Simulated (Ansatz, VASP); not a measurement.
## One calculation of Cu, two programs

INCAR

```
SYSTEM = Cu
PREC     = Accurate       ! precision mode
ENCUT    = 520            ! plane-wave cutoff, eV
EDIFF    = 1E-6           ! SCF threshold, eV
ISMEAR   = 0              ! smearing method
SIGMA    = 0.15           ! smearing width, eV
LREAL    = .False.        ! projectors in reciprocal space
LASPH    = .True.         ! aspherical terms in the spheres
NELM     = 80             ! most SCF steps
ALGO     = Fast           ! electronic algorithm
ISIF     = 2              ! what is computed and relaxed
LWAVE    = .False.        ! write WAVECAR
LCHARG   = .True.         ! write CHGCAR
GGA      = PE             ! functional
LELF     = .True.         ! ELF
LVHAR    = .True.       
NBANDS   = 54             ! bands
```

KPOINTS

```
Automatic mesh
0
Gamma
  12 12 12
  0 0 0
```

File POSCAR:

```
Cu
1.0
   -3.6150000000      3.6150000000      0.0000000000
   -3.6150000000      0.0000000000      3.6150000000
    0.0000000000      3.6150000000      3.6150000000
Cu
8
Direct
    0.0000000000      0.0000000000      0.0000000000
    0.5000000000      0.0000000000      0.0000000000
    0.0000000000      0.5000000000      0.0000000000
    0.0000000000      0.0000000000      0.5000000000
    0.5000000000      0.5000000000      0.0000000000
    0.5000000000      0.0000000000      0.5000000000
    0.0000000000      0.5000000000      0.5000000000
    0.5000000000      0.5000000000      0.5000000000
```

Input for Ansatz:

```yaml
crystal:
  lattice:
    - [-3.615, 3.615, 0.0]
    - [-3.615, 0.0, 3.615]
    - [0.0, 3.615, 3.615]
  atoms:
    - { symbol: Cu, position: [0.0, 0.0, 0.0] }
    - { symbol: Cu, position: [0.5, 0.0, 0.0] }
    - { symbol: Cu, position: [0.0, 0.5, 0.0] }
    - { symbol: Cu, position: [0.0, 0.0, 0.5] }
    - { symbol: Cu, position: [0.5, 0.5, 0.0] }
    - { symbol: Cu, position: [0.5, 0.0, 0.5] }
    - { symbol: Cu, position: [0.0, 0.5, 0.5] }
    - { symbol: Cu, position: [0.5, 0.5, 0.5] }
basis:
  ecutwfc: 420
kpoints:
  mp_grid: { grid: [12, 12, 12] }
hamiltonian:
  xc: pbe
scf:
  occupations: { method: gaussian, width: 0.15 }
output:
  forces: true
  stress: true
  eigenvalues: true
```

Alike in both runs: task single point; functional PBE; k mesh 12 × 12 × 12; occupations gaussian, width 0.15 eV; no spin polarisation.

|  | VASP | Ansatz |
| --- | --- | --- |
| version | VASP 6.6.1 | Ansatz 0.2.0 |
| potentials or method | VASP PAW PBE potentials, release 64 (Cu), cutoff 520 eV | scalar-relativistic, plane waves, PAW |
| valence electrons in the cell | 88 | 152 |

Ansatz gave:

```
gap on the k mesh at the Fermi level (eV) : none
pressure (GPa)                            : 1.8
```

Question: Which values does VASP return?

Answer: gap on the k mesh at the Fermi level (eV): none; pressure (GPa): 2.3.

A gap of «none» marks a metal or a gap that the smearing closes. The functional is the same, so the differences come from potentials, cutoffs and numerics. VASP's potentials hold 88 valence electrons a cell and Ansatz's 152, so a difference there can come from the potentials and not from the codes.
